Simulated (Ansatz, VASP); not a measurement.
ZnAu in VASP and in Ansatz

```
Zn Au
1.0
     3.18670    0.00000    0.00000
     0.00000    3.18670    0.00000
     0.00000    0.00000    3.18670
Zn Au
1 1
Direct
  0.50000 0.50000 0.50000
  0.00000 0.00000 0.00000
```

Alike in both runs: functional PBE; k mesh 14 × 14 × 14; occupations gaussian, width 0.1 eV; no spin polarisation.

Ansatz relaxed the structure, and its values are those at the end. VASP's run is a single point on that final structure, the one shown.

|  | VASP | Ansatz |
| --- | --- | --- |
| version | VASP 6.6.1 | Ansatz 0.2.0 |
| potentials or method | VASP PAW PBE potentials, release 64 (Zn, Au), cutoff 520 eV | scalar-relativistic, plane waves, PAW |
| valence electrons in the cell | 23 | 31 |

```csv
,VASP,Ansatz,Ansatz less VASP
gap on the k mesh at the Fermi level (eV),none,none,-
pressure (GPa),0.1,0.0,-0.11
```

A gap of «none» marks a metal or a gap that the smearing closes. With one functional, cell and mesh, what is left measures potentials, basis and numerics. VASP's potentials hold 23 valence electrons a cell and Ansatz's 31, so a difference there can come from the potentials and not from the codes.

Neither program's run includes spin-orbit coupling.
